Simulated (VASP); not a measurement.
Input of a VASP 6.6.1 run:

INCAR

```
PREC = Accurate
ENCUT = 500
EDIFF = 1E-6
ISMEAR = -1
SIGMA = 0.05
LREAL = False
LASPH = True
NELM = 120
ALGO = Normal
ISIF = 2
LWAVE = False
LCHARG = False
GGA = RP
NBANDS = 11
GGA_COMPAT = False
```

The input KPOINTS:

```
regular mesh
0
Gamma
  10 10 10
```

File POSCAR:

```
Hf
1.0
    0.0000000000      2.2200000000      2.2200000000
    2.2200000000      0.0000000000      2.2200000000
    2.2200000000      2.2200000000      0.0000000000
Hf
1
Direct
    0.0000000000      0.0000000000      0.0000000000
```

Potentials or basis: VASP PAW PBE potentials, release 64 (Hf_pv).

Run with:

```sh
$ cat potpaw_PBE.64/Hf_pv/POTCAR > POTCAR
$ mpirun -np 1 vasp_std > vasp.out
```

Q: Predict the band gap on the k mesh.

A: Zero (bands 5 and 6 overlap by 1.83 eV).

Q: Estimate the pressure.

A: 5.5 GPa.

Caveat: the cell stands under pressure; the PAW data sets were made with another functional, which shifts forces and pressure a little; spin-orbit coupling is left out, which moves the levels of the heavy elements.
